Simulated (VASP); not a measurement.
# BiTe (Fm-3m) in VASP: further runs, part 2 of 2

VASP 6.6.1. The steps go on from the part before.

### 4 Relaxation of cell and atoms, LDA

This run uses another cell than the first one, of 32.79 Å³/atom.

INCAR reads:

```
SYSTEM = BiTe
PREC = Accurate ; ENCUT = 500
EDIFF = 1E-7 ; ISMEAR = -1
SIGMA = 0.15 ; LREAL = .FALSE.
LASPH = .TRUE. ; NELM = 120
ALGO = Normal ; ISIF = 3
LWAVE = .FALSE. ; LCHARG = .FALSE.
IBRION = 2 ; NSW = 80
EDIFFG = -0.001 ; GGA_COMPAT = .FALSE.
NELMIN = 4
```

KPOINTS reads:

```
Automatic mesh
0
G
  12 12 12
  0 0 0
```

POSCAR reads:

```
BiTe
1.0
    0.0000000000      3.2005777672      3.2005777672
    3.2005777672      0.0000000000      3.2005777672
    3.2005777672      3.2005777672      0.0000000000
Bi Te
1 1
Direct
    0.0000000000      0.0000000000      0.0000000000
    0.5000000000      0.5000000000      0.5000000000
```

Potentials or basis: VASP PAW LDA potentials, release 64 (Bi_d, Te).

Started as:

```
cat potpaw_LDA.64/Bi_d/POTCAR potpaw_LDA.64/Te/POTCAR > POTCAR
mpirun -np 1 vasp_std > vasp.out
```

OUTCAR:

```text
SYSTEM = BiTe
   PREC = Accurate
   ENCUT = 500
   EDIFF = 1E-7
   ISMEAR = -1
   LREAL = .FALSE.
   LASPH = .TRUE.
   NELM = 120
   ISIF = 3
   IBRION = 2
   NSW = 80
   EDIFFG = -0.001
   NELMIN = 4

 ion  position               nearest neighbor table
   1  0.000  0.000  0.000-   2 3.20   2 3.20   2 3.20   2 3.20   2 3.20   2 3.20
   2  0.500  0.500  0.500-   1 3.20   1 3.20   1 3.20   1 3.20   1 3.20   1 3.20

  LATTYP: Found a face centered cubic cell.
 ALAT       =     6.4011555344

  Lattice vectors:

 A1 = (   0.0000000000,   3.2005777672,   3.2005777672)
 A2 = (   3.2005777672,   0.0000000000,   3.2005777672)
 A3 = (   3.2005777672,   3.2005777672,   0.0000000000)

Analysis of symmetry for initial positions (statically):
=====================================================================
 Subroutine PRICEL returns:
 Original cell was already a primitive cell.

 Routine SETGRP: Setting up the symmetry group for a
 face centered cubic supercell.

 Subroutine GETGRP returns: Found 48 space group operations
 (whereof 48 operations were pure point group operations)
 out of a pool of 48 trial point group operations.

The static configuration has the point symmetry O_h .

Analysis of symmetry for dynamics (positions and initial velocities):
=====================================================================
 Subroutine PRICEL returns:
 Original cell was already a primitive cell.

 Routine SETGRP: Setting up the symmetry group for a
 face centered cubic supercell.

 Subroutine GETGRP returns: Found 48 space group operations
 (whereof 48 operations were pure point group operations)
 out of a pool of 48 trial point group operations.

The dynamic configuration has the point symmetry O_h .

 Subroutine INISYM returns: Found 48 space group operations
 (whereof 48 operations are pure point group operations),
 and found     1 'primitive' translations

[... 136 lines left out ...]

 Free energy of the ion-electron system (eV)
  ---------------------------------------------------
  ext. energy  EPLUGINS =         0.00000000
  ---------------------------------------------------
  free energy    TOTEN  =        -8.56580921 eV

  energy without entropy =       -8.46670931  energy(sigma->0) =       -8.51625926

------------------------ aborting loop because EDIFF is reached ----------------------------------------

  FORCE on cell =-STRESS in cart. coord.  units (eV):
  Direction    XX          YY          ZZ          XY          YZ          ZX
  --------------------------------------------------------------------------------------
  -------------------------------------------------------------------------------------
  Total       -0.4500389     -0.4500389     -0.4500389      0.0000000      0.0000000     -0.0000000
  in kB      -10.9962718    -10.9962718    -10.9962718      0.0000000      0.0000000     -0.0000000
  external PRESSURE =     -10.9962718 kB  Pullay stress =       0.0000000 kB
[... 95 lines left out ...]
--------------------------------------- Ionic step        4  -------------------------------------------

 number of electron      21.0000002 magnetization

 Free energy of the ion-electron system (eV)
  ---------------------------------------------------
  ext. energy  EPLUGINS =         0.00000000
  ---------------------------------------------------
  free energy    TOTEN  =        -8.57040098 eV

  energy without entropy =       -8.47378762  energy(sigma->0) =       -8.52209430

 E-fermi :   7.0975     XC(G=0):  -9.9071

 val. band max:        7.0861017388   @ k =   0.3333   0.0000   0.0000
 cond. band min:       7.1122814658   @ k =  -0.1667   0.2500   0.0833
 fundamental gap:      0.0261797270
 Fermi energy:         7.0974657567

 k-point     1 :       0.0000    0.0000    0.0000
  band No.  band energies     occupation
      1     -16.0097      2.00000
      2     -16.0097      2.00000
      3     -15.9990      2.00000
      4     -15.9990      2.00000
      5     -15.9990      2.00000
      6      -6.8109      2.00000
      7      -0.8704      2.00000
      8       4.4314      2.00000
      9       4.4314      2.00000
     10       4.4314      2.00000
     11       9.3286      0.00000
     12       9.3286      0.00000
     13       9.3286      0.00000
     14      11.7012      0.00000
[... 377 lines left out ...]
      1     -16.0174      2.00000
      2     -16.0136      2.00000
      3     -15.9956      2.00000
      4     -15.9918      2.00000
      5     -15.9902      2.00000
      6      -4.6734      2.00000
      7      -4.1504      2.00000
      8       3.0509      2.00000
      9       4.4348      2.00000
     10       4.5933      2.00000
     11       7.2853      0.44454
     12       7.3351      0.34039
     13       9.1157      0.00000
     14      13.2372      0.00000

 [... further k-points ...]

------------------------ aborting loop because EDIFF is reached ----------------------------------------

  FORCE on cell =-STRESS in cart. coord.  units (eV):
  Direction    XX          YY          ZZ          XY          YZ          ZX
  --------------------------------------------------------------------------------------
  -------------------------------------------------------------------------------------
  Total       -0.0007009     -0.0007009     -0.0007009     -0.0000000      0.0000000      0.0000000
  in kB       -0.0174827     -0.0174827     -0.0174827     -0.0000000      0.0000000      0.0000000
  external PRESSURE =      -0.0174827 kB  Pullay stress =       0.0000000 kB
[... 17 lines left out ...]
  FREE ENERGIE OF THE ION-ELECTRON SYSTEM (eV)
  ---------------------------------------------------
  free  energy   TOTEN  =        -8.5704009759 eV

  energy  without entropy=       -8.4737876184  energy(sigma->0) =       -8.52209430

 reached required accuracy - stopping structural energy minimisation
```

Run time: 3.7 min. Hardware: 1 thread of Intel Xeon 8259CL, shared host; peak memory 0.22 GiB.

Results:

| Item | Value |
| --- | --- |
| Free energy | -8.5704 eV |
| Relaxed volume | 32.11 Å³/atom |
| Relaxed cell | a = 4.495 Å, b = 4.495 Å, c = 4.495 Å, α = 60.00°, β = 60.00°, γ = 60.00° |
| Space group after relaxing (to 0.1 Å) | Fm-3m (No. 225) |
| Energy gained by relaxing | 2.3 meV/atom |
| Ionic steps | 4 |
| Pressure after relaxing | 0.0 GPa |
| Band gap on the k mesh | zero (an odd number of electrons rules out a gap without spin polarisation) |

The path:
```tsv
step	energy change (eV)	largest force (eV/Å)	pressure (GPa)	volume (Å³)
1	0.0000	0.0000	-1.10	65.57
2	-0.0028	0.0000	0.73	63.46
3	-0.0046	0.0000	-0.01	64.26
4	-0.0046	0.0000	0.00	64.23
```

Final structure:
```cif
data_structure
_symmetry_space_group_name_H-M 'P 1'
_symmetry_Int_Tables_number 1
_cell_length_a 4.4952
_cell_length_b 4.4952
_cell_length_c 4.4952
_cell_angle_alpha 60.000
_cell_angle_beta 60.000
_cell_angle_gamma 60.000
_cell_volume 64.23
loop_
_atom_site_label
_atom_site_type_symbol
_atom_site_fract_x
_atom_site_fract_y
_atom_site_fract_z
_atom_site_occupancy
Bi1 Bi 0.00000 0.00000 0.00000 1
Te1 Te 0.50000 0.50000 0.50000 1
```

Levels at points of the mesh, in eV from the Fermi level:
```tsv
k point	band 8	band 9	band 10	band 11	band 12	band 13
(0.00, 0.00, 0.00)	-2.67	-2.67	-2.67	2.23	2.23	2.23
(0.50, 0.00, 0.00)	-1.99	-1.99	-1.56	-0.89	-0.72	-0.72
(0.50, 0.50, 0.00)	-6.01	-4.25	-4.25	2.05	3.80	3.80
```

Caveat: spin-orbit coupling is left out, which moves the levels of the heavy elements; an odd number of electrons without spin polarisation forces a metal; a magnetic or distorted state may lie lower.

The gap in the log of VASP goes by the Fermi energy; the results here count the filled bands.